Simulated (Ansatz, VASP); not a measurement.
## MgO: VASP beside Ansatz

File INCAR:

```
ALGO     = Normal         # electronic algorithm
EDIFF    = 1E-6           # SCF threshold, eV
ENCUT    = 520            # plane-wave cutoff, eV
GGA      = PE             # functional
ISIF     = 2              # what is computed and relaxed
ISMEAR   = -1             # smearing method
LASPH    = True           # aspherical terms in the spheres
LCHARG   = True           # write CHGCAR
LELF     = True           # ELF
LREAL    = False          # projectors in reciprocal space
LVHAR    = True         
LWAVE    = False          # write WAVECAR
NBANDS   = 11             # bands
NELM     = 80             # most SCF steps
PREC     = Accurate       # precision mode
SIGMA    = 0.02           # smearing width, eV
```

KPOINTS

```
k-points
0
Gamma
  10 10 10
```

POSCAR

```
MgO
1.0
   -0.0215822521      2.0805851647      2.0805851647
    2.0805851647     -0.0215822521      2.0805851647
    2.0805851647      2.0805851647     -0.0215822521
Mg O
1 1
Direct
    0.0000000000      0.0000000000      0.0000000000
    0.5000000000      0.5000000000      0.5000000000
```

Input for Ansatz:

```yaml
crystal:
  lattice:
    - [-0.0215822521, 2.0805851647, 2.0805851647]
    - [2.0805851647, -0.0215822521, 2.0805851647]
    - [2.0805851647, 2.0805851647, -0.0215822521]
  atoms:
    - { symbol: Mg, position: [0.0, 0.0, 0.0] }
    - { symbol: O, position: [0.5, 0.5, 0.5] }
kpoints:
  mp_grid: { grid: [10, 10, 10] }
  band_path:
    path:
      - [0.0, 0.0, 0.0]
      - [0.5, 0.0, 0.5]
      - [0.625, 0.25, 0.625]
      - [0.375, 0.375, 0.75]
      - [0.5, 0.5, 0.5]
      - [0.5, 0.25, 0.75]
    npoints: 1
hamiltonian:
  xc: pbe
scf:
  occupations: { method: fermi_dirac, width: 0.02 }
  n_extra_bands: 4
output:
  forces: true
  stress: true
  eigenvalues: true
```

Change from the starting cell: shear_111 strain -1.5%.

Alike in both runs: task single point; functional PBE; k mesh 10 × 10 × 10; occupations fermi-dirac, width 0.02 eV; no spin polarisation.

|  | VASP | Ansatz |
| --- | --- | --- |
| version | VASP 6.6.1 | Ansatz 0.2.0 |
| potentials or method | VASP PAW PBE potentials, release 64 (Mg, O) | plane waves, PAW |
| plane-wave cutoff (eV) | 520 | 420 |
| valence electrons in the cell | 8 | 16 |

```tsv
	VASP	Ansatz	Ansatz less VASP
gap on the k mesh at the Fermi level (eV)	4.85	4.87	+0.017
pressure (GPa)	7.6	8.4	+0.72
traceless stress, the component that is largest in VASP (GPa)	1.52	1.51	-0.011
```

VASP's potentials hold 8 valence electrons a cell and Ansatz's 16, so a difference there can come from the potentials and not from the codes.
